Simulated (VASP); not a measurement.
# C (Cmme) in VASP: notebook

Runs on C. Level: PBEsol. Tasks: single point.

Program: VASP 6.6.1. These are calculated values, not measurements. Logs are shortened: lines on timing, memory, paths and dates and some standing lists are left out, and cuts for length are marked.

**1. The cell of the first run**

The typed cell holds 4 atoms: a = 2.417 Å, b = 2.417 Å, c = 7.378 Å, α = 90.00°, β = 90.00°, γ = 123.52°.

**2. Single point, PBEsol (normal strain along x -0.0700, normal strain along y +0.0000)**

INCAR reads:

```
PREC = Accurate
ENCUT = 520
EDIFF = 1E-7
ISMEAR = 0
SIGMA = 0.15
LREAL = F
LASPH = T
NELM = 100
ALGO = Normal
ISIF = 2
LWAVE = F
LCHARG = F
GGA = PS
NBANDS = 16
```

KPOINTS reads:

```
regular mesh
0
Gamma
  18 18 6
```

POSCAR reads:

```
C
1.0
    1.1434113954     -2.1290849524      0.0000000000
    1.1434113954      2.1290849524      0.0000000000
    0.0000000000      0.0000000000      7.3778182888
C
4
Direct
    0.0833216498      0.9166783502      0.7498439858
    0.5833216498      0.4166783502      0.2501560142
    0.9166783502      0.0833216498      0.2501560142
    0.4166783502      0.5833216498      0.7498439858
```

Potentials or basis: VASP PAW PBE potentials, release 64 (C).

The run is started by

```sh
cat potpaw_PBE.64/C/POTCAR > POTCAR
mpirun -np 1 vasp_std > vasp.out
```

OUTCAR:

```text
PREC = Accurate
   ENCUT = 520
   EDIFF = 1E-7
   ISMEAR = 0
   LREAL = F
   LASPH = T
   NELM = 100
   ISIF = 2
   GGA = PS

 ion  position               nearest neighbor table
   1  0.083  0.917  0.750-   4 1.35   4 1.35   4 1.42
   2  0.583  0.417  0.250-   3 1.35   3 1.35   3 1.42
   3  0.917  0.083  0.250-   2 1.35   2 1.35   2 1.42
   4  0.417  0.583  0.750-   1 1.35   1 1.35   1 1.42

  LATTYP: Found a base centered orthorhombic cell.
 ALAT       =     2.2868227908
 B/A-ratio  =     1.8620462949
 C/A-ratio  =     3.2262308730

  Lattice vectors:

 A1 = (   1.1434113954,  -2.1290849524,   0.0000000000)
 A2 = (   1.1434113954,   2.1290849524,   0.0000000000)
 A3 = (   0.0000000000,   0.0000000000,   7.3778182888)

Analysis of symmetry for initial positions (statically):
=====================================================================
 Subroutine PRICEL returns:
 Original cell was already a primitive cell.

 Routine SETGRP: Setting up the symmetry group for a
 base centered orthorhombic supercell.

 Subroutine GETGRP returns: Found  8 space group operations
 (whereof  4 operations were pure point group operations)
 out of a pool of  8 trial point group operations.

The static configuration has the point symmetry C_2h.
 The point group associated with its full space group is D_2h.

Analysis of symmetry for dynamics (positions and initial velocities):
=====================================================================
 Subroutine PRICEL returns:
 Original cell was already a primitive cell.

 Routine SETGRP: Setting up the symmetry group for a
 base centered orthorhombic supercell.

 Subroutine GETGRP returns: Found  8 space group operations
 (whereof  4 operations were pure point group operations)
 out of a pool of  8 trial point group operations.

The dynamic configuration has the point symmetry C_2h.
 The point group associated with its full space group is D_2h.

 Subroutine INISYM returns: Found  8 space group operations
 (whereof  4 operations are pure point group operations),
 and found     1 'primitive' translations

----------------------------------------------------------------------------------------

                                     Primitive cell

  volume of cell :      35.9214

  direct lattice vectors                    reciprocal lattice vectors
     1.143411395 -2.129084952  0.000000000     0.437287928 -0.234842672  0.000000000
[... 91 lines left out ...]
   LREAL  =      F    real-space projection
   EDIFFG = 0.1E-05   stopping-criterion for IOM
   NSW    =      0    number of steps for IOM
   IBRION =     -1    ionic relax: 0-MD 1-quasi-New 2-CG
   NFREE  =      0    steps in history (QN), initial steepest desc. (CG)
   ISIF   =      2    stress and relaxation
   ISYM   =      2    0-nonsym 1-usesym 2-fastsym
   POTIM  = 0.5000    time-step for ionic-motion
   TEBEG  =    0.0;   TEEND  =   0.0 temperature during run
   PSTRESS=    0.0 pullay stress
   NELECT =      16.0000    total number of electrons
   NUPDOWN=      -1.0000    fix difference up-down
   EMIN   =  10.00;   EMAX   =-10.00  energy-range for DOS
   EFERMI =   0.00;   METHOD = LEGACY
   ISMEAR =     0;   SIGMA  =   0.15  broadening in eV -4-tet -1-fermi 0-gaus
   EFERMI_NEDOS =   21; number of points for ismear=-14 and -15
   IALGO  =     38    algorithm
   IMIX   =      4    mixing-type and parameters
     AMIX     =   0.40;   BMIX     =  1.00
     AMIX_MAG =   1.60;   BMIX_MAG =  1.00
  volume/ion in A,a.u.               =       8.98        60.60
  Fermi-wavevector in a.u.,A,eV,Ry     =   1.250250  2.362631 21.267622  1.563126
  Thomas-Fermi vector in A             =   2.384253
   LORBIT       =      0    0 simple, 1 ext, 2 COOP (PROOUT), +10 PAW based schemes
   GGA     = PS    functional components
   LHFCALC =     F    Hartree Fock is set to
   AEXX    =    0.0000 exact exchange contribution
   IVDW    =     0    specifies the selected vdW correction
   LEPSILON=     F    determine dielectric tensor
   LRPA    =     F    only Hartree local field effects (RPA)
 non-spin polarized calculation
 Gauss-broadening in eV      SIGMA  =   0.15
  energy-cutoff  :      520.00
  volume of cell :       35.92
 maximum number of plane-waves:       996
 NGX is ok and might be reduce to    18
   NGX =  9   NGY =  9   NGZ = 27

 number of electron      15.9999998 magnetization

 Free energy of the ion-electron system (eV)
  ---------------------------------------------------
  ext. energy  EPLUGINS =         0.00000000
  ---------------------------------------------------
  free energy    TOTEN  =       -37.87984161 eV

  energy without entropy =      -37.87982113  energy(sigma->0) =      -37.87983137

 E-fermi :   4.6283     XC(G=0): -10.0827

 val. band max:        4.3824447630   @ k =   0.3333   0.3333   0.0000
 cond. band min:       4.9344584279   @ k =   0.3333   0.2778   0.0000
 fundamental gap:      0.5520136649
 Fermi energy:         4.6283016152

 k-point     1 :       0.0000    0.0000    0.0000
  band No.  band energies     occupation
      1     -16.0113      2.00000
      2     -15.8784      2.00000
      3      -4.5263      2.00000
      4      -3.3837      2.00000
      5       1.2971      2.00000
      6       1.3088      2.00000
[... 433 lines left out ...]
      3      -3.2622      2.00000
      4      -2.1677      2.00000
      5      -1.2421      2.00000
      6      -1.2313      2.00000
[... 8 lines left out ...]
     15      17.4244      0.00000
     16      17.4472      0.00000

 [... further k-points ...]

------------------------ aborting loop because EDIFF is reached ----------------------------------------

  FORCE on cell =-STRESS in cart. coord.  units (eV):
  Direction    XX          YY          ZZ          XY          YZ          ZX
  --------------------------------------------------------------------------------------
  -------------------------------------------------------------------------------------
  Total       19.6652541      3.5347155     -0.0100242      0.0000000      0.0000000      0.0000000
  in kB      877.1153007    157.6563931     -0.4471014      0.0000000      0.0000000      0.0000000
  external PRESSURE =     344.7748641 kB  Pullay stress =       0.0000000 kB

 VOLUME and BASIS-vectors are now :
 -----------------------------------------------------------------------------
  energy-cutoff  :      520.00
  volume of cell :       35.92
      direct lattice vectors                 reciprocal lattice vectors
     1.143411395 -2.129084952  0.000000000     0.437287928 -0.234842672  0.000000000
     1.143411395  2.129084952  0.000000000     0.437287928  0.234842672  0.000000000
     0.000000000  0.000000000  7.377818289     0.000000000  0.000000000  0.135541424

 POSITION                                       TOTAL-FORCE (eV/Angst)
 -----------------------------------------------------------------------------------
      1.14341      1.77429      5.53221         0.000000     -1.479088      0.000141
      1.14341     -0.35480      1.84561         0.000000     -1.479088     -0.000141
      1.14341     -1.77429      1.84561         0.000000      1.479088     -0.000141
      1.14341      0.35480      5.53221         0.000000      1.479088      0.000141
 -----------------------------------------------------------------------------------
    total drift:                                0.000000     -0.000000     -0.000000

  FREE ENERGIE OF THE ION-ELECTRON SYSTEM (eV)
  ---------------------------------------------------
  free  energy   TOTEN  =       -37.8798416098 eV

  energy  without entropy=      -37.8798211298  energy(sigma->0) =      -37.87983137
```

stdout:

```text
POSCAR found type information on POSCAR C
 POSCAR found :  1 types and       4 ions
 scaLAPACK will be used
 -----------------------------------------------------------------------------
|                                                                             |
|                                                                             |
|     You enforced a specific xc type in the INCAR file but a different       |
|     I HOPE YOU KNOW WHAT YOU ARE DOING!                                     |
|                                                                             |
 -----------------------------------------------------------------------------

 LDA part: xc-table for (Slater+PW92), standard interpolation
 POSCAR, INCAR and KPOINTS ok, starting setup
 FFT: planning ... GRIDC
 FFT: planning ... GRID_SOFT
 FFT: planning ... GRID
 WAVECAR not read
 entering main loop
```

Wall time 4.1 min (1 thread of Intel Xeon Platinum 8488C (Sapphire Rapids), shared host); peak memory 0.25 GiB.

Results:

```
Free energy   : -37.8798 eV
Pressure      : 34.5 GPa
Largest force : 1.479 eV/Å
```

Forces on the atoms (eV/Å):
```
C    0.000 -1.479  0.000
C    0.000 -1.479  0.000
C    0.000  1.479  0.000
C    0.000  1.479  0.000
```

Caveat: the cell differs from its parent crystal (normal strain along x -0.0700, normal strain along y +0.0000); the stress differs along the axes, from -0 to 88 GPa; this functional lacks dispersion, which binds layers or chains, so the pressure and a relaxed spacing across them are unreliable; the PAW data sets were made with another functional, which shifts forces and pressure a little.

**3. Single point, PBEsol (normal strain along x -0.0233, normal strain along y -0.0467)**

INCAR reads:

```
ALGO     = Normal         # electronic algorithm
EDIFF    = 1E-6           # SCF threshold, eV
ENCUT    = 520            # plane-wave cutoff, eV
GGA      = PS             # functional
ISIF     = 2              # what is computed and relaxed
ISMEAR   = 0              # smearing method
LASPH    = True           # aspherical terms in the spheres
LCHARG   = True           # write CHGCAR
LELF     = True           # ELF
LREAL    = False          # projectors in reciprocal space
LVHAR    = True         
LWAVE    = False          # write WAVECAR
NBANDS   = 16             # bands
NELM     = 80             # most SCF steps
PREC     = Accurate       # precision mode
SIGMA    = 0.15           # smearing width, eV
```

KPOINTS reads:

```
k-points
0
Gamma
  18 18 6
```

POSCAR: that of step 2 with these lines changed.

```diff
@@ -2,4 +2,4 @@
 1.0
-    1.1434113954     -2.1290849524      0.0000000000
-    1.1434113954      2.1290849524      0.0000000000
+    1.2008278601     -2.0296566851      0.0000000000
+    1.2008278601      2.0296566851      0.0000000000
     0.0000000000      0.0000000000      7.3778182888
```

Potentials or basis: VASP PAW PBE potentials, release 64 (C).

The run is started by

```sh
cat potpaw_PBE.64/C/POTCAR > POTCAR
mpirun -np 1 vasp_std > vasp.out
```

Wall time 3.2 min (1 thread of Intel Xeon Platinum 8488C (Sapphire Rapids), shared host); peak memory 0.25 GiB.

Results (log left out):

- Free energy: -38.1522 eV
- Pressure: 32.7 GPa
- Largest force: 0.564 eV/Å

Forces on the atoms (eV/Å):
```
C    0.000  0.564  0.000
C    0.000  0.564  0.000
C    0.000 -0.564  0.000
C    0.000 -0.564  0.000
```

Stress tensor (GPa, compression positive):
```
37.04  0.00  0.00
 0.00 61.26  0.00
 0.00  0.00 -0.15
```

Caveat: the cell differs from its parent crystal (normal strain along x -0.0233, normal strain along y -0.0467); the stress differs along the axes, from -0 to 61 GPa; this functional lacks dispersion, which binds layers or chains, so the pressure and a relaxed spacing across them are unreliable; the PAW data sets were made with another functional, which shifts forces and pressure a little.

**4. Single point, PBEsol (normal strain along x -0.0700, normal strain along y +0.0233)**

INCAR reads:

```
SYSTEM = C
PREC     = Accurate       ! precision mode
ENCUT    = 520            ! plane-wave cutoff, eV
EDIFF    = 1E-6           ! SCF threshold, eV
ISMEAR   = 0              ! smearing method
SIGMA    = 0.15           ! smearing width, eV
LREAL    = .False.        ! projectors in reciprocal space
LASPH    = .True.         ! aspherical terms in the spheres
NELM     = 60             ! most SCF steps
ALGO     = Normal         ! electronic algorithm
ISIF     = 2              ! what is computed and relaxed
LWAVE    = .False.        ! write WAVECAR
LCHARG   = .True.         ! write CHGCAR
GGA      = PS             ! functional
LELF     = .True.         ! ELF
LVHAR    = .True.       
NBANDS   = 16             ! bands
```

KPOINTS reads:

```
regular mesh
0
Gamma
  18 18 6
  0 0 0
```

POSCAR: that of step 3 with these lines changed.

```diff
@@ -2,4 +2,4 @@
 1.0
-    1.2008278601     -2.0296566851      0.0000000000
-    1.2008278601      2.0296566851      0.0000000000
+    1.1434113954     -2.1786926318      0.0000000000
+    1.1434113954      2.1786926318      0.0000000000
     0.0000000000      0.0000000000      7.3778182888
```

The run is started by

```sh
cat potpaw_PBE.64/C/POTCAR > POTCAR
mpirun -np 1 vasp_std > vasp.out
```

Run time: 3.3 min. Hardware: 1 thread of Intel Xeon Platinum 8488C (Sapphire Rapids), shared host; peak memory 0.26 GiB.

The run converged. Its results:

* Free energy: -37.8971 eV
* Pressure: 23.9 GPa
* Largest force: 1.566 eV/Å

Forces on the atoms (eV/Å):
```
C    0.000 -1.566  0.000
C    0.000 -1.566  0.000
C    0.000  1.566  0.000
C    0.000  1.566  0.000
```

Stress tensor (GPa, compression positive):
```
80.62  0.00  0.00
 0.00 -8.80  0.00
 0.00  0.00 -0.03
```

Caveat: the cell differs from its parent crystal (normal strain along x -0.0700, normal strain along y +0.0233); the stress differs along the axes, from -9 to 81 GPa; this functional lacks dispersion, which binds layers or chains, so the pressure and a relaxed spacing across them are unreliable; the PAW data sets were made with another functional, which shifts forces and pressure a little.

**5. The runs side by side**

```tsv
cell	pressure (GPa)	largest force (eV/Å)
a = 2.417, b = 2.417, c = 7.378 Å, angles 90.0, 90.0, 123.5°, 4 atoms	34.5	1.48
a = 2.358, b = 2.358, c = 7.378 Å, angles 90.0, 90.0, 118.8°, 4 atoms	32.7	0.56
a = 2.461, b = 2.461, c = 7.378 Å, angles 90.0, 90.0, 124.6°, 4 atoms	23.9	1.57
```

Alike in all rows: task single point; level PBEsol; potentials or basis VASP PAW PBE potentials, release 64 (C); no spin polarisation; k mesh 18 × 18 × 6; cutoff (eV) 520; smearing gaussian 0.15 eV.

Caveats: this functional lacks dispersion, which binds layers or chains, so the pressure and a relaxed spacing across them are unreliable; the PAW data sets were made with another functional, which shifts forces and pressure a little; the stress differs along the axes, from -0 to 88 GPa (at least some runs); the stress differs along the axes, from -0 to 61 GPa (at least some runs); the stress differs along the axes, from -9 to 81 GPa (at least some runs).

Total energies depend on the potentials used, so only differences within one code and one set of settings carry meaning.
